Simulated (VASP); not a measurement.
Wanted: the native input for a VASP 6.6.1 run.

| Item | Value |
| --- | --- |
| Task | single point |
| Functional | PBEsol |
| Potentials or basis | VASP PAW PBE potentials, release 64 (Si) |
| Cutoff | 520 eV |
| k mesh | 8 × 8 × 10 |
| Occupations | fermi-dirac, width 0.05 eV |
| Spin | no spin polarisation |
| Dipole correction | no |
| Further INCAR settings | ALGO = Normal; EDIFF = 1e-06; NBANDS = 11 |

The structure of Si lies in POSCAR:

```
Si
1.0
    3.8228036989     -0.0000026779      0.0000000000
   -1.9113995303      3.3106464559      0.0000000000
    0.0000000000      0.0000000000      2.4278679614
Si
2
Direct
    0.3333333333      0.6666666667      0.5000000000
    0.6666666667      0.3333333333      0.5000000000
```

This isn't the form of Si at room conditions, which is diamond.

These files were run (other wordings do the same):

INCAR

```
SYSTEM = Si
ALGO = Normal
EDIFF = 1E-6
ENCUT = 520
GGA = PS
ISIF = 2
ISMEAR = -1
LASPH = .TRUE.
LCHARG = .FALSE.
LREAL = .FALSE.
LWAVE = .FALSE.
NBANDS = 11
NELM = 100
PREC = Accurate
SIGMA = 0.05
```

KPOINTS

```
k-points
0
G
  8 8 10
  0 0 0
```

Potentials or basis: VASP PAW PBE potentials, release 64 (Si).

Launch:

```sh
$ cat potpaw_PBE.64/Si/POTCAR > POTCAR
$ mpirun -np 1 vasp_std > vasp.out
```

It gave:

```yaml
Pressure: 30.2 GPa
Band_gap_on_the_k_mesh: zero (bands 4 and 5 overlap by 4.62 eV)
```

Caveat: the cell stands under pressure; the PAW data sets were made with another functional, which shifts forces and pressure a little.

Wall time 19 s on 1 thread of Intel Xeon 8259CL, on a shared host, peak memory 0.14 GiB.
